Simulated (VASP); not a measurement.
Write the native input for VASP 6.6.1 that does the following.

```yaml
Task: relaxation of cell and atoms
Functional: PBEsol
Potentials_or_basis: VASP PAW PBE potentials, release 64 (Au)
Cutoff: 600 eV
k_mesh: 11 × 11 × 11
Occupations: fermi-dirac, width 0.05 eV
Spin: no spin polarisation
Dipole_correction: no
Further_INCAR_settings: ALGO = Normal; EDIFF = 1e-06; IBRION = 2; EDIFFG = -0.02; NSW = 80; ISIF = 3
```

The structure of Au lies in POSCAR:

```
Au
1.0
   -1.6572690000      1.6572690000      1.6572690000
    1.6572690000     -1.6572690000      1.6572690000
    1.6572690000      1.6572690000     -1.6572690000
Au
1
Direct
    0.0000000000      0.0000000000      0.0000000000
```

The input as run:

INCAR

```
SYSTEM = Au
  ALGO = Normal
  EDIFF = 1E-6
  EDIFFG = -0.02
  ENCUT = 600
  GGA = PS
  IBRION = 2
  ISIF = 3
  ISMEAR = -1
  LASPH = .True.
  LCHARG = .False.
  LREAL = .False.
  LWAVE = .False.
  NELM = 100
  NSW = 80
  PREC = Accurate
  SIGMA = 0.05
```

KPOINTS

```
k-points
0
Gamma
  11 11 11
  0 0 0
```

Potentials or basis: VASP PAW PBE potentials, release 64 (Au).

The run is started by

```console
$ cat potpaw_PBE.64/Au/POTCAR > POTCAR
$ mpirun -np 1 vasp_std > vasp.out
```

Results of the run:

| Property | Result |
| --- | --- |
| Relaxed volume | 17.07 Å³/atom |
| Relaxed cell | a = 2.810 Å, b = 2.810 Å, c = 2.810 Å, α = 109.47°, β = 109.47°, γ = 109.47° |
| Space group after relaxing (to 0.05 Å) | Im-3m (No. 229) |
| Energy gained by relaxing | 34.3 meV/atom |
| Ionic steps | 4 |
| Pressure after relaxing | 0.0 GPa |

Caveat: the PAW data sets were made with another functional, which shifts forces and pressure a little.

Run time: 16 s on 1 thread of Intel Xeon 6975P-C (shared host), peak memory 0.15 GiB.
